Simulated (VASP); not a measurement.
Cr: single point with RPBE

Cr:

```
CELL_PARAMETERS angstrom
2.50288 0.00000 0.00000
-1.25144 2.16756 0.00000
0.00000 0.00000 4.48899
ATOMIC_POSITIONS crystal
Cr 0.33333 0.66667 0.25000
Cr 0.66667 0.33333 0.75000
```

This isn't the form of Cr at room conditions, which is bcc.

```yaml
Program: VASP 6.6.1
Task: single point
Functional: RPBE
Potentials_or_basis: VASP PAW PBE potentials, release 64 (Cr_pv)
Cutoff: 520 eV
k_mesh: 14 × 14 × 8
Occupations: fermi-dirac, width 0.05 eV
Spin: collinear spin, antiferromagnetic start
Starting_moments: "[1.5, -1.5] μB"
Dipole_correction: no
Further_INCAR_settings: ALGO = Normal; EDIFF = 1e-07; NBANDS = 23
```

```
Pressure                                              : -0.4 GPa
Band gap on the k mesh                                : zero (filled and empty bands overlap)
Net moment                                            : 0.00 μB per cell
Valence electrons inside the program's atomic spheres : Cr 10.98
```

Stress tensor (GPa, compression positive):
```
-0.44  0.00  0.00
 0.00 -0.44  0.00
 0.00  0.00 -0.28
```

Levels at points of the mesh, in eV from the Fermi level:
Spin up:
```
           k point  band 9  band 10  band 11  band 12  band 13  band 14  band 15  band 16
(0.00, 0.00, 0.00)   -1.20    -0.34    -0.34    -0.32    -0.02    -0.02     1.06     1.06
(0.50, 0.00, 0.00)   -3.28    -0.91    -0.61    -0.30    -0.11     2.21     2.73     2.84
(0.00, 0.00, 0.50)   -1.58    -1.58    -0.31    -0.31    -0.31    -0.31     1.74     1.74
(0.50, 0.00, 0.50)   -2.39    -2.39     0.92     0.92     1.22     1.22     2.79     2.79
```
Spin down:
```csv
k point,band 9,band 10,band 11,band 12,band 13,band 14,band 15,band 16
"(0.00, 0.00, 0.00)",-1.20,-0.34,-0.34,-0.32,-0.02,-0.02,1.06,1.06
"(0.50, 0.00, 0.00)",-3.28,-0.91,-0.61,-0.30,-0.11,2.21,2.73,2.84
"(0.00, 0.00, 0.50)",-1.58,-1.58,-0.31,-0.31,-0.31,-0.31,1.74,1.74
"(0.50, 0.00, 0.50)",-2.39,-2.39,0.92,0.92,1.22,1.22,2.79,2.79
```

Wall time 4.8 min on 1 thread of Intel Xeon 8259CL, on a shared host, peak memory 0.22 GiB.

Caveat: an empty level that is flat over the whole mesh can mark a ghost state of the potentials, or a narrow d or f band; the PAW data sets were made with another functional, which shifts forces and pressure a little.
